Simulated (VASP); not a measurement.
# P (Fm-3m) in VASP: further runs

P is run at these levels: PBE; tasks: density of states.

All numbers are computed with VASP 6.6.1; they aren't measurements. Logs are shortened: lines on timing, memory, paths and dates and some standing lists are left out, and cuts for length are marked.

## (1) The cell of the first run

The structure is cubic, space group Fm-3m (No. 225). Conventional cell: a = 3.876 Å, b = 3.876 Å, c = 3.876 Å, α = 90.00°, β = 90.00°, γ = 90.00°. P (site symmetry m-3m) has 12 P at 2.74 Å within 3.6 Å.

## (2) Density of states, PBE

Contents of POSCAR:

```
P
1.0
    0.0000000000      1.9378122655      1.9378122655
    1.9378122655      0.0000000000      1.9378122655
    1.9378122655      1.9378122655      0.0000000000
P
1
Direct
    0.0000000000      0.0000000000      0.0000000000
```

Contents of INCAR.step1:

```
PREC = Accurate ; ENCUT = 520
EDIFF = 1E-7 ; ISMEAR = -1
SIGMA = 0.1 ; LREAL = F
LASPH = T ; NELM = 100
ALGO = Normal ; ISIF = 2
LWAVE = F ; LCHARG = T
GGA = PE ; NBANDS = 8
```

Contents of KPOINTS.step1:

```
regular mesh
0
Gamma
  18 18 18
```

Contents of INCAR.step2:

```
PREC = Accurate ; ENCUT = 520
EDIFF = 1E-7 ; ISMEAR = -5
SIGMA = 0.1 ; LREAL = F
LASPH = T ; NELM = 100
ALGO = Normal ; ISIF = 2
LWAVE = F ; LCHARG = F
GGA = PE ; LORBIT = 11
NBANDS = 8 ; NEDOS = 2001
ICHARG = 11
```

Contents of KPOINTS.step2:

```
regular mesh
0
Gamma
  27 27 27
```

Potentials or basis: VASP PAW PBE potentials, release 64 (P).

On the command line:

```sh
$ cat potpaw_PBE.64/P/POTCAR > POTCAR
$ cp INCAR.step1 INCAR
$ cp KPOINTS.step1 KPOINTS
$ mpirun -np 1 vasp_std > vasp.out
$ cp INCAR.step2 INCAR
$ cp KPOINTS.step2 KPOINTS
$ mpirun -np 1 vasp_std > vasp.out
```

OUTCAR:

```text
PREC = Accurate
   ENCUT = 520
   EDIFF = 1E-7
   ISMEAR = -5
   LREAL = F
   LASPH = T
   NELM = 100
   ISIF = 2
   GGA = PE
   LORBIT = 11
   ICHARG = 11

 ion  position               nearest neighbor table
   1  0.000  0.000  0.000-

  LATTYP: Found a face centered cubic cell.
 ALAT       =     3.8756245310

  Lattice vectors:

 A1 = (   0.0000000000,   1.9378122655,   1.9378122655)
 A2 = (   1.9378122655,   0.0000000000,   1.9378122655)
 A3 = (   1.9378122655,   1.9378122655,   0.0000000000)

Analysis of symmetry for initial positions (statically):
=====================================================================
 Subroutine PRICEL returns:
 Original cell was already a primitive cell.

 Routine SETGRP: Setting up the symmetry group for a
 face centered cubic supercell.

 Subroutine GETGRP returns: Found 48 space group operations
 (whereof 48 operations were pure point group operations)
 out of a pool of 48 trial point group operations.

The static configuration has the point symmetry O_h .

Analysis of symmetry for dynamics (positions and initial velocities):
=====================================================================
 Subroutine PRICEL returns:
 Original cell was already a primitive cell.

 Routine SETGRP: Setting up the symmetry group for a
 face centered cubic supercell.

 Subroutine GETGRP returns: Found 48 space group operations
 (whereof 48 operations were pure point group operations)
 out of a pool of 48 trial point group operations.

The dynamic configuration has the point symmetry O_h .

 Subroutine INISYM returns: Found 48 space group operations
 (whereof 48 operations are pure point group operations),
 and found     1 'primitive' translations

----------------------------------------------------------------------------------------

                                     Primitive cell

  volume of cell :      14.5534

  direct lattice vectors                    reciprocal lattice vectors
     0.000000000  1.937812266  1.937812266    -0.258022931  0.258022931  0.258022931
     1.937812266  0.000000000  1.937812266     0.258022931 -0.258022931  0.258022931
     1.937812266  1.937812266  0.000000000     0.258022931  0.258022931 -0.258022931

  length of vectors
[... 83 lines left out ...]
   LREAL  =      F    real-space projection
   EDIFFG = 0.1E-05   stopping-criterion for IOM
   NSW    =      0    number of steps for IOM
   IBRION =     -1    ionic relax: 0-MD 1-quasi-New 2-CG
   NFREE  =      0    steps in history (QN), initial steepest desc. (CG)
   ISIF   =      2    stress and relaxation
   ISYM   =      2    0-nonsym 1-usesym 2-fastsym
   POTIM  = 0.5000    time-step for ionic-motion
   TEBEG  =    0.0;   TEEND  =   0.0 temperature during run
   PSTRESS=    0.0 pullay stress
   NELECT =       5.0000    total number of electrons
   NUPDOWN=      -1.0000    fix difference up-down
   EMIN   =  10.00;   EMAX   =-10.00  energy-range for DOS
   EFERMI =   0.00;   METHOD = LEGACY
   ISMEAR =    -5;   SIGMA  =   0.10  broadening in eV -4-tet -1-fermi 0-gaus
   EFERMI_NEDOS =   21; number of points for ismear=-14 and -15
   IALGO  =     38    algorithm
   IMIX   =      4    mixing-type and parameters
     AMIX     =   0.40;   BMIX     =  1.00
     AMIX_MAG =   1.60;   BMIX_MAG =  1.00
  volume/ion in A,a.u.               =      14.55        98.21
  Fermi-wavevector in a.u.,A,eV,Ry     =   1.146594  2.166749 17.887289  1.314679
  Thomas-Fermi vector in A             =   2.283278
   LORBIT       =     11    0 simple, 1 ext, 2 COOP (PROOUT), +10 PAW based schemes
   GGA     = PE    functional components
   LHFCALC =     F    Hartree Fock is set to
   AEXX    =    0.0000 exact exchange contribution
   IVDW    =     0    specifies the selected vdW correction
   LEPSILON=     F    determine dielectric tensor
   LRPA    =     F    only Hartree local field effects (RPA)
 non-spin polarized calculation
 Fermi weights with tetrahedron method with Bloechl corrections
  energy-cutoff  :      520.00
  volume of cell :       14.55
 maximum number of plane-waves:       403

 number of electron       5.0000000 magnetization

 Free energy of the ion-electron system (eV)
  ---------------------------------------------------
  ext. energy  EPLUGINS =         0.00000000
  ---------------------------------------------------
  free energy    TOTEN  =        -4.51710204 eV

  energy without entropy =       -4.51710204  energy(sigma->0) =       -4.51710204

 E-fermi :   9.7845     XC(G=0): -11.4802

 val. band max:        9.8203117698   @ k =   0.4444   0.3704   0.0741
 cond. band min:       9.6963720022   @ k =  -0.4815   0.4444   0.0741
 fundamental gap:     -0.1239397676
 Fermi energy:         9.7845229207

 k-point     1 :       0.0000    0.0000    0.0000
  band No.  band energies     occupation
      1      -6.5525      2.00000
      2      16.5547      0.00000
      3      16.5547      0.00000
      4      16.5547      0.00000
      5      21.2041      0.00000
      6      21.2041      0.00000
      7      21.2041      0.00000
      8      27.4370      0.00000
[... 243 lines left out ...]
 k-point    24 :       0.3704    0.0370    0.0000
  band No.  band energies     occupation
      1      -3.0202      2.00000
      2       5.1190      2.00000
      3      14.4010      0.00000
      4      14.7711      0.00000
      5      20.3687      0.00000
      6      20.9334      0.00000
      7      21.3804      0.00000
      8      27.0717      0.00000

 [... further k-points ...]

------------------------ aborting loop because EDIFF is reached ----------------------------------------

  FORCE on cell =-STRESS in cart. coord.  units (eV):
  Direction    XX          YY          ZZ          XY          YZ          ZX
  --------------------------------------------------------------------------------------
  -------------------------------------------------------------------------------------
  Total       -0.0011514     -0.0011514     -0.0011514     -0.0000000     -0.0000000      0.0000000
  in kB       -0.1267518     -0.1267518     -0.1267518     -0.0000000     -0.0000000      0.0000000
  external PRESSURE =      -0.1267518 kB  Pullay stress =       0.0000000 kB

 VOLUME and BASIS-vectors are now :
 -----------------------------------------------------------------------------
  energy-cutoff  :      520.00
  volume of cell :       14.55
      direct lattice vectors                 reciprocal lattice vectors
     0.000000000  1.937812266  1.937812266    -0.258022931  0.258022931  0.258022931
     1.937812266  0.000000000  1.937812266     0.258022931 -0.258022931  0.258022931
     1.937812266  1.937812266  0.000000000     0.258022931  0.258022931 -0.258022931

 POSITION                                       TOTAL-FORCE (eV/Angst)
 -----------------------------------------------------------------------------------
      0.00000      0.00000      0.00000         0.000000      0.000000      0.000000
 -----------------------------------------------------------------------------------
    total drift:                                0.000000      0.000000     -0.000000

  FREE ENERGIE OF THE ION-ELECTRON SYSTEM (eV)
  ---------------------------------------------------
  free  energy   TOTEN  =        -4.5171020381 eV

  energy  without entropy=       -4.5171020381  energy(sigma->0) =       -4.51710204

 total charge

# of ion       s       p       d       tot
------------------------------------------
    1        1.167   1.145   0.000   2.313
```

It took 19 s on 1 thread of Intel Xeon 6975P-C (Granite Rapids), shared host; peak memory 0.16 GiB.

Results:

```yaml
Valence_electrons_inside_the_program's_atomic_spheres: P 2.31
```

Caveat: tetrahedron occupations give inexact forces and stress in metals.

## (3) Density of states, PBE

POSCAR is that of step 2.

Contents of INCAR.step1:

```
SYSTEM = P
PREC = Accurate
ENCUT = 520
EDIFF = 1E-6
ISMEAR = -1
SIGMA = 0.1
LREAL = .False.
LASPH = .True.
NELM = 80
ALGO = Normal
ISIF = 2
LWAVE = .False.
LCHARG = .True.
GGA = PE
NBANDS = 8
```

Contents of KPOINTS.step1:

```
regular mesh
0
Gamma
  18 18 18
  0 0 0
```

Contents of INCAR.step2:

```
SYSTEM = P
PREC = Accurate
ENCUT = 520
EDIFF = 1E-6
ISMEAR = -5
SIGMA = 0.1
LREAL = .False.
LASPH = .True.
NELM = 80
ALGO = Normal
ISIF = 2
LWAVE = .False.
LCHARG = .False.
GGA = PE
LORBIT = 11
NEDOS = 2001
ICHARG = 11
```

Contents of KPOINTS.step2:

```
regular mesh
0
Gamma
  27 27 27
  0 0 0
```

Potentials or basis: VASP PAW PBE potentials, release 64 (P).

On the command line:

```sh
$ cat potpaw_PBE.64/P/POTCAR > POTCAR
$ cp INCAR.step1 INCAR
$ cp KPOINTS.step1 KPOINTS
$ mpirun -np 1 vasp_std > vasp.out
$ cp INCAR.step2 INCAR
$ cp KPOINTS.step2 KPOINTS
$ mpirun -np 1 vasp_std > vasp.out
```

Run time: 15 s. Hardware: 1 thread of Intel Xeon 6975P-C (Granite Rapids), shared host; peak memory 0.15 GiB.

It converged, with:

| Property | Result |
| --- | --- |
| Valence electrons inside the program's atomic spheres | P 2.31 |

Levels at points of the mesh, in eV from the Fermi level:
| k point | band 1 | band 2 | band 3 | band 4 | band 5 | band 6 |
| --- | --- | --- | --- | --- | --- | --- |
| (0.00, 0.00, 0.00) | -16.34 | 6.77 | 6.77 | 6.77 | 11.42 | 11.42 |

Caveat: tetrahedron occupations give inexact forces and stress in metals.
